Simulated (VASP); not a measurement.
Input of a VASP 6.6.1 run:

Contents of INCAR:

```
ALGO = Normal ; EDIFF = 1E-6
EDIFFG = -0.04 ; ENCUT = 600
GGA = PE ; IBRION = 2
ISIF = 3 ; ISMEAR = 0
LASPH = T ; LCHARG = F
LREAL = F ; LWAVE = F
NELM = 100 ; NSW = 90
PREC = Accurate ; SIGMA = 0.1
```

KPOINTS

```
k-points
0
Gamma
  4 4 4
```

File POSCAR:

```
Si6P
1.0
    4.7013989700      0.0000000000      0.0000000000
    0.0000000000      4.7013989700      0.0000000000
    0.0000000000      0.0000000000      4.7013989700
Si P
6 1
Direct
    0.1989492800      0.5000000000      0.5000000000
    0.5000000000      0.5000000000      0.8010507200
    0.5000000000      0.5000000000      0.1989492800
    0.5000000000      0.1989492800      0.5000000000
    0.5000000000      0.8010507200      0.5000000000
    0.8010507200      0.5000000000      0.5000000000
    0.0000000000      0.0000000000      0.0000000000
```

Potentials or basis: VASP PAW PBE potentials, release 64 (Si, P).

Launch:

```sh
$ cat potpaw_PBE.64/Si/POTCAR potpaw_PBE.64/P/POTCAR > POTCAR
$ mpirun -np 1 vasp_std > vasp.out
```

(1) Predict the relaxed volume.

(2) Estimate the relaxed cell.

(3) Estimate the space group after relaxing (to 0.05 Å).

Results:

(1) 27.08 Å³/atom.

(2) a = 5.744 Å, b = 5.744 Å, c = 5.744 Å, α = 90.00°, β = 90.00°, γ = 90.00°.

(3) Pm-3m (No. 221).

Caveat: the volume moved by over 15 % at a fixed basis, so the end points are rough.
